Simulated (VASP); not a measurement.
# Mg2Ti3O3 (P1) in VASP: further runs

Runs on Mg2Ti3O3. Level: PBE. Tasks: single point.

All numbers are computed with VASP 6.6.1; they aren't measurements. Logs are shortened: lines on timing, memory, paths and dates and some standing lists are left out, and cuts for length are marked.

**1. The cell of the first run**

The typed cell holds 8 atoms: a = 2.847 Å, b = 5.266 Å, c = 7.691 Å, α = 71.63°, β = 85.10°, γ = 76.47°.

**2. Single point, PBE**

INCAR reads:

```
SYSTEM = Mg2Ti3O3
PREC = Accurate ; ENCUT = 520
EDIFF = 1E-7 ; ISMEAR = 0
SIGMA = 0.2 ; LREAL = .FALSE.
LASPH = .TRUE. ; NELM = 80
ALGO = Normal ; ISIF = 2
LWAVE = .FALSE. ; LCHARG = .FALSE.
GGA = PE ; NBANDS = 39
```

KPOINTS reads:

```
regular mesh
0
G
  8 4 4
  0 0 0
```

POSCAR reads:

```
Mg2Ti3O3
1.0
    2.8467640396      0.0004138463      0.0011433294
    1.2312794709      5.1200467709      0.0022917315
    0.6542980221      2.3321445790      7.2993926297
Mg Ti O
2 3 3
Direct
    0.4524453123      0.8747273574      0.0777059892
    0.5761439505      0.2719078589      0.2552859581
    0.9323959398      0.9849608929      0.7153892369
    0.1110670527      0.7011576311      0.4634935416
    0.1726220549      0.4186361115      0.8219062694
    0.7197779441      0.4146504755      0.6218683595
    0.5415781445      0.6893691494      0.8686118613
    0.4939696011      0.9779238562      0.5090721177
```

Potentials or basis: VASP PAW PBE potentials, release 64 (Mg, Ti_sv, O).

The run is started by

```console
cat potpaw_PBE.64/Mg/POTCAR potpaw_PBE.64/Ti_sv/POTCAR potpaw_PBE.64/O/POTCAR > POTCAR
mpirun -np 1 vasp_std > vasp.out
```

OUTCAR:

```text
SYSTEM = Mg2Ti3O3
   PREC = Accurate
   ENCUT = 520
   EDIFF = 1E-7
   ISMEAR = 0
   LREAL = .FALSE.
   LASPH = .TRUE.
   NELM = 80
   ISIF = 2
   GGA = PE

 ion  position               nearest neighbor table
   1  0.452  0.875  0.078-   7 2.10   5 2.89   2 2.93   3 2.94   4 2.97   2 2.98   3 3.09   2 3.35

   2  0.576  0.272  0.255-   8 2.11   1 2.93   1 2.98   4 3.03   4 3.15   1 3.35
   3  0.932  0.985  0.715-   6 2.10   8 2.12   7 2.12   8 2.16   7 2.18   4 2.75   5 2.76   5 2.89
                             1 2.94   1 3.09
   4  0.111  0.701  0.463-   8 2.09   6 2.10   8 2.14   6 2.18   5 2.69   3 2.75   1 2.97   2 3.03
                             2 3.15
   5  0.173  0.419  0.822-   7 2.09   6 2.09   6 2.10   7 2.10   4 2.69   3 2.76   1 2.89   3 2.89

   6  0.720  0.415  0.622-   5 2.09   4 2.10   5 2.10   3 2.10   4 2.18
   7  0.542  0.689  0.869-   5 2.09   5 2.10   1 2.10   3 2.12   3 2.18
   8  0.494  0.978  0.509-   4 2.09   2 2.11   3 2.12   4 2.14   3 2.16

  LATTYP: Found a triclinic cell.
 ALAT       =    10.6021296402
 B/A-ratio  =     0.4966942506
 C/A-ratio  =     1.4048670393
 COS(alpha) =     0.0166052258
 COS(beta)  =     0.6883962525
 COS(gamma) =     0.7252956163

  Lattice vectors:

 A1 = (  -1.8855774930,  -7.4521913499,  -7.3016843612)
 A2 = (  -1.2312794709,  -5.1200467709,  -0.0022917315)
 A3 = (  -2.9240806129,   0.4553437666, -14.5976368573)

Analysis of symmetry for initial positions (statically):
=====================================================================
 Subroutine PRICEL returns:
 Original cell was already a primitive cell.

 Routine SETGRP: Setting up the symmetry group for a
 triclinic supercell.

 Subroutine GETGRP returns: Found  1 space group operations
 (whereof  1 operations were pure point group operations)
 out of a pool of  2 trial point group operations.

The static configuration has the point symmetry C_1 .

Analysis of symmetry for dynamics (positions and initial velocities):
=====================================================================
 Subroutine PRICEL returns:
 Original cell was already a primitive cell.

 Routine SETGRP: Setting up the symmetry group for a
 triclinic supercell.

 Subroutine GETGRP returns: Found  1 space group operations
 (whereof  1 operations were pure point group operations)
 out of a pool of  2 trial point group operations.

The dynamic configuration has the point symmetry C_1 .

 Subroutine INISYM returns: Found  1 space group operations
 (whereof  1 operations are pure point group operations),
 and found     1 'primitive' translations

----------------------------------------------------------------------------------------

                                     Primitive cell

  volume of cell :     106.3733

  direct lattice vectors                    reciprocal lattice vectors
     2.846764040  0.000413846  0.001143329     0.351290128 -0.084476965 -0.004498448
     1.231279471  5.120046771  0.002291732    -0.000003332  0.195339452 -0.062410352
     0.654298022  2.332144579  7.299392630    -0.000055023 -0.000048097  0.137017999

  length of vectors
     2.846764299  5.266016837  7.690782600     0.361332738  0.205067193  0.137018018

  position of ions in fractional coordinates (direct lattice)
     0.452445312  0.874727357  0.077705989
     0.576143950  0.271907859  0.255285958
     0.932395940  0.984960893  0.715389237
     0.111067053  0.701157631  0.463493542
     0.172622055  0.418636111  0.821906269
     0.719777944  0.414650475  0.621868359
     0.541578145  0.689369149  0.868611861
     0.493969601  0.977923856  0.509072118

  ion indices of the primitive-cell ions
   primitive index   ion index
                 1           1
                 2           2
                 3           3
                 4           4
                 5           5
                 6           6
                 7           7
                 8           8

----------------------------------------------------------------------------------------

 KPOINTS: regular mesh

Automatic generation of k-mesh.
 Grid dimensions read from file:
 generate k-points for:    8    4    4

 Generating k-lattice:

  Cartesian coordinates                     Fractional coordinates (reciprocal lattice)
     0.043911266 -0.010559621 -0.000562306     0.125000000  0.000000000  0.000000000
    -0.000000833  0.048834863 -0.015602588     0.000000000  0.250000000  0.000000000
    -0.000013756 -0.000012024  0.034254500     0.000000000  0.000000000  0.250000000

  Length of vectors
     0.045166592  0.051266798  0.034254505

  Shift w.r.t. Gamma in fractional coordinates (k-lattice)
     0.000000000  0.000000000  0.000000000

 Subroutine IBZKPT returns following result:
 ===========================================

 Found     68 irreducible k-points:

 Following reciprocal coordinates:
            Coordinates               Weight
  0.000000  0.000000  0.000000      1.000000
  0.125000  0.000000  0.000000      2.000000
  0.250000  0.000000  0.000000      2.000000
  0.375000  0.000000  0.000000      2.000000
  0.500000  0.000000  0.000000      1.000000
 -0.000000  0.250000  0.000000      2.000000
[... 16 lines left out ...]
  0.500000  0.000000  0.250000      2.000000
 -0.375000  0.000000  0.250000      2.000000
 [... further k-points ...]
   k-points           NKPTS =     68   k-points in BZ     NKDIM =     68   number of bands    NBANDS=     39
   number of dos      NEDOS =    301   number of ions     NIONS =      8
   total plane-waves  NPLWV =  57600
   dimension x,y,z NGX =    24 NGY =   40 NGZ =   60
   dimension x,y,z NGXF=    48 NGYF=   80 NGZF=  120
   ions per type =               2   3   3
   NGX,Y,Z   is equivalent  to a cutoff of  14.02, 12.63, 12.97 a.u.
   NGXF,Y,Z  is equivalent  to a cutoff of  28.03, 25.26, 25.94 a.u.
 SYSTEM =  Mg2Ti3O3
   PREC   = accura    normal or accurate (medium, high low for compatibility)
   ISTART =      0    job   : 0-new  1-cont  2-samecut
   ICHARG =      2    charge: 1-file 2-atom 10-const
   ISPIN  =      1    spin polarized calculation?
   LNONCOLLINEAR =      F non collinear calculations
   LSORBIT =      F    spin-orbit coupling
   LASPH  =      T    aspherical Exc in radial PAW
   ENCUT  =  520.0 eV  38.22 Ry    6.18 a.u.   5.29  9.79 14.30*2*pi/ulx,y,z
   NELM   =     80;   NELMIN=  2; NELMDL= -5     # of ELM steps
   EDIFF  = 0.1E-06   stopping-criterion for ELM
   LREAL  =      F    real-space projection
   EDIFFG = 0.1E-05   stopping-criterion for IOM
   NSW    =      0    number of steps for IOM
   IBRION =     -1    ionic relax: 0-MD 1-quasi-New 2-CG
   NFREE  =      0    steps in history (QN), initial steepest desc. (CG)
   ISIF   =      2    stress and relaxation
   ISYM   =      2    0-nonsym 1-usesym 2-fastsym
   POTIM  = 0.5000    time-step for ionic-motion
   TEBEG  =    0.0;   TEEND  =   0.0 temperature during run
   PSTRESS=    0.0 pullay stress
   NELECT =      58.0000    total number of electrons
   NUPDOWN=      -1.0000    fix difference up-down
   EMIN   =  10.00;   EMAX   =-10.00  energy-range for DOS
   EFERMI =   0.00;   METHOD = LEGACY
   ISMEAR =     0;   SIGMA  =   0.20  broadening in eV -4-tet -1-fermi 0-gaus
   EFERMI_NEDOS =   21; number of points for ismear=-14 and -15
   IALGO  =     38    algorithm
   IMIX   =      4    mixing-type and parameters
     AMIX     =   0.40;   BMIX     =  1.00
     AMIX_MAG =   1.60;   BMIX_MAG =  1.00
  volume/ion in A,a.u.               =      13.30        89.73
  Fermi-wavevector in a.u.,A,eV,Ry     =   1.337437  2.527389 24.337250  1.788737
  Thomas-Fermi vector in A             =   2.465986
   LORBIT       =      0    0 simple, 1 ext, 2 COOP (PROOUT), +10 PAW based schemes
   GGA     = PE    functional components
   LHFCALC =     F    Hartree Fock is set to
   AEXX    =    0.0000 exact exchange contribution
   IVDW    =     0    specifies the selected vdW correction
   LEPSILON=     F    determine dielectric tensor
   LRPA    =     F    only Hartree local field effects (RPA)
 non-spin polarized calculation
 Gauss-broadening in eV      SIGMA  =   0.20
  energy-cutoff  :      520.00
  volume of cell :      106.37
 maximum number of plane-waves:      2890
 NGX is ok and might be reduce to    24
   NGX = 11   NGY = 19   NGZ = 29

 number of electron      57.9999997 magnetization

 Free energy of the ion-electron system (eV)
  ---------------------------------------------------
  ext. energy  EPLUGINS =         0.00000000
  ---------------------------------------------------
  free energy    TOTEN  =       -54.84752169 eV

  energy without entropy =      -54.77506506  energy(sigma->0) =      -54.81129337

 E-fermi :   6.9134     XC(G=0): -10.8364

 val. band max:        6.9034412401   @ k =   0.1250   0.0000   0.0000
 cond. band min:       6.9209260098   @ k =   0.2500   0.2500   0.5000
 fundamental gap:      0.0174847697
 Fermi energy:         6.9134409271

 k-point     1 :       0.0000    0.0000    0.0000
  band No.  band energies     occupation
      1     -50.5829      2.00000
      2     -50.4790      2.00000
      3     -50.3518      2.00000
      4     -27.1846      2.00000
      5     -27.0809      2.00000
      6     -26.9270      2.00000
[... 31 lines left out ...]
     38       9.3603      0.00000
     39       9.5668      0.00000

 k-point     2 :       0.1250    0.0000    0.0000
  band No.  band energies     occupation
      1     -50.5745      2.00000
      2     -50.4703      2.00000
      3     -50.3444      2.00000
      4     -27.1660      2.00000
      5     -27.0635      2.00000
      6     -26.9141      2.00000
[... 913 lines left out ...]
     38       9.7294      0.00000
     39       9.8704      0.00000

 k-point    24 :      -0.3750    0.0000    0.2500
  band No.  band energies     occupation
      1     -50.5334      2.00000
      2     -50.4281      2.00000
      3     -50.3085      2.00000
      4     -27.0846      2.00000
      5     -27.0649      2.00000
      6     -26.9717      2.00000
[... 31 lines left out ...]
     38       9.5977      0.00000
     39       9.8477      0.00000

 [... further k-points ...]

------------------------ aborting loop because EDIFF is reached ----------------------------------------

  FORCE on cell =-STRESS in cart. coord.  units (eV):
  Direction    XX          YY          ZZ          XY          YZ          ZX
  --------------------------------------------------------------------------------------
  -------------------------------------------------------------------------------------
  Total        0.1429176      0.2064718      0.1149374      0.0492813      0.0308143      0.0130167
  in kB        2.1526016      3.1098447      1.7311681      0.7422665      0.4641206      0.1960553
  external PRESSURE =       2.3312048 kB  Pullay stress =       0.0000000 kB

 VOLUME and BASIS-vectors are now :
 -----------------------------------------------------------------------------
  energy-cutoff  :      520.00
  volume of cell :      106.37
      direct lattice vectors                 reciprocal lattice vectors
     2.846764040  0.000413846  0.001143329     0.351290128 -0.084476965 -0.004498448
     1.231279471  5.120046771  0.002291732    -0.000003332  0.195339452 -0.062410352
     0.654298022  2.332144579  7.299392630    -0.000055023 -0.000048097  0.137017999

 POSITION                                       TOTAL-FORCE (eV/Angst)
 -----------------------------------------------------------------------------------
      2.41588      4.66005      0.56973        -0.006196     -0.006266      0.000607
      2.14197      1.98778      1.86471        -0.007149     -0.004722      0.010370
      4.33515      6.71182      5.22523         0.007967      0.020750      0.009292
      1.48277      4.67094      3.38496         0.029908     -0.026553     -0.050333
      1.54464      4.06031      6.00057        -0.006160     -0.017966      0.039191
      2.96648      3.57361      4.54103        -0.004610     -0.027700     -0.019840
      2.95888      5.55555      6.34254        -0.005475      0.023750      0.050011
      2.94340      6.19445      3.71872        -0.008285      0.038708     -0.039298
 -----------------------------------------------------------------------------------
    total drift:                               -0.000184      0.000508     -0.000087

  FREE ENERGIE OF THE ION-ELECTRON SYSTEM (eV)
  ---------------------------------------------------
  free  energy   TOTEN  =       -54.8475216857 eV

  energy  without entropy=      -54.7750650578  energy(sigma->0) =      -54.81129337
```

Wall time 6 min (1 thread of Intel Xeon Platinum 8259CL at 2.50GHz (Skylake/Cascade Lake), shared host); peak memory 0.39 GiB.

What came out:

```yaml
Free_energy: -54.8475 eV
Pressure: 0.2 GPa
Largest_force: 0.064 eV/Å
Band_gap_on_the_k_mesh: zero (bands 29 and 30 overlap by 0.52 eV)
```

Forces in eV/Å, atoms in the order of the input:
```
Mg  -0.006 -0.006  0.001
Mg  -0.007 -0.005  0.010
Ti   0.008  0.021  0.009
Ti   0.030 -0.027 -0.050
Ti  -0.006 -0.018  0.039
O   -0.005 -0.028 -0.020
O   -0.005  0.024  0.050
O   -0.008  0.039 -0.039
```

Stress tensor (GPa, compression positive):
```
0.22 0.07 0.02
0.07 0.31 0.05
0.02 0.05 0.17
```

Levels at points of the mesh, in eV from the Fermi level:
| k point | band 27 | band 28 | band 29 | band 30 | band 31 | band 32 |
| --- | --- | --- | --- | --- | --- | --- |
| (0.00, 0.00, 0.00) | -1.23 | -1.13 | -0.37 | -0.04 | 0.28 | 0.97 |
| (0.50, 0.00, 0.00) | -0.69 | -0.43 | -0.24 | 0.46 | 0.96 | 1.30 |
| (0.00, 0.50, 0.00) | -1.57 | -1.03 | -0.70 | 0.16 | 0.36 | 1.07 |
| (0.50, 0.50, 0.00) | -0.85 | -0.62 | -0.08 | 0.36 | 0.71 | 1.12 |
| (0.00, 0.00, 0.50) | -1.27 | -0.95 | -0.44 | -0.12 | 0.37 | 1.15 |
| (0.50, 0.00, 0.50) | -0.85 | -0.42 | -0.29 | 0.64 | 1.02 | 1.33 |
| (0.00, 0.50, 0.50) | -1.55 | -1.39 | -0.23 | 0.21 | 0.42 | 1.06 |
| (0.50, 0.50, 0.50) | -0.99 | -0.52 | -0.14 | 0.68 | 1.03 | 1.29 |

**3. Single point, PBE**

This run uses another cell than the first one, of 13.42 Å³/atom.

INCAR reads:

```
SYSTEM = Mg2Ti3O3
  PREC = Accurate
  ENCUT = 520
  EDIFF = 1E-6
  ISMEAR = 0
  SIGMA = 0.2
  LREAL = .FALSE.
  LASPH = .TRUE.
  NELM = 100
  ALGO = Normal
  ISIF = 2
  LWAVE = .FALSE.
  LCHARG = .FALSE.
  GGA = PE
  NBANDS = 39
```

KPOINTS reads:

```
Automatic mesh
0
G
  8 4 4
  0 0 0
```

POSCAR reads:

```
Mg2Ti3O3
1.0
    2.8447972872      0.0303391150      0.0652875109
    1.2832283145      5.1273723421      0.0548190690
    0.8436253012      2.3714397598      7.4084903522
Mg Ti O
2 3 3
Direct
    0.3886738262      0.8737394767      0.0750177080
    0.5594027412      0.2544939946      0.2492030392
    0.9352108752      0.9889972812      0.7155396511
    0.1562686283      0.7048324210      0.4682133393
    0.1711792128      0.4207063796      0.8216829022
    0.7443963158      0.4185603653      0.6233838625
    0.5259997458      0.6915150158      0.8684468420
    0.5188686545      0.9804883987      0.5118459893
```

Potentials or basis: VASP PAW PBE potentials, release 64 (Mg, Ti_sv, O).

The run is started by

```console
cat potpaw_PBE.64/Mg/POTCAR potpaw_PBE.64/Ti_sv/POTCAR potpaw_PBE.64/O/POTCAR > POTCAR
mpirun -np 1 vasp_std > vasp.out
```

Run time: 6.4 min. Hardware: 1 thread of Intel Xeon Platinum 8259CL at 2.50GHz (Skylake/Cascade Lake), shared host; peak memory 0.39 GiB.

It converged, with:

| Quantity | Value |
| --- | --- |
| Free energy | -54.8484 eV |
| Pressure | 0.2 GPa |
| Largest force | 0.055 eV/Å |
| Band gap on the k mesh | zero (bands 29 and 30 overlap by 0.51 eV) |

Forces on the atoms (eV/Å):
```
Mg  -0.007 -0.017 -0.014
Mg  -0.004  0.011  0.011
Ti  -0.003  0.031  0.026
Ti   0.019 -0.025 -0.045
Ti   0.000 -0.030  0.042
O   -0.009 -0.019 -0.024
O    0.002  0.016  0.041
O    0.001  0.031 -0.037
```

Stress tensor (GPa, compression positive):
```
 0.34 -0.03  0.05
-0.03  0.32 -0.04
 0.05 -0.04  0.06
```

Levels at points of the mesh, in eV from the Fermi level:
```
           k point  band 25  band 26  band 27  band 28  band 29  band 30  band 31  band 32  band 33  band 34
(0.00, 0.00, 0.00)    -4.57    -1.71    -1.26    -1.12    -0.34    -0.07     0.23     0.95     1.58     1.67
(0.50, 0.00, 0.00)    -1.50    -1.21    -0.79    -0.45    -0.10     0.48     1.00     1.33     1.52     1.87
(0.00, 0.50, 0.00)    -3.78    -2.77    -1.61    -1.05    -0.78     0.13     0.36     1.06     1.47     1.76
(0.50, 0.50, 0.00)    -1.46    -1.02    -0.94    -0.60     0.00     0.36     0.68     1.25     1.69     1.85
(0.00, 0.00, 0.50)    -3.80    -2.41    -1.30    -0.98    -0.43    -0.11     0.34     1.14     1.54     1.58
(0.50, 0.00, 0.50)    -1.53    -1.06    -0.87    -0.48    -0.20     0.50     0.89     1.39     1.64     1.83
(0.00, 0.50, 0.50)    -3.87    -2.87    -1.59    -1.43    -0.24     0.18     0.40     1.05     1.47     1.51
(0.50, 0.50, 0.50)    -1.42    -1.30    -0.95    -0.51     0.00     0.61     1.00     1.26     1.57     1.83
```
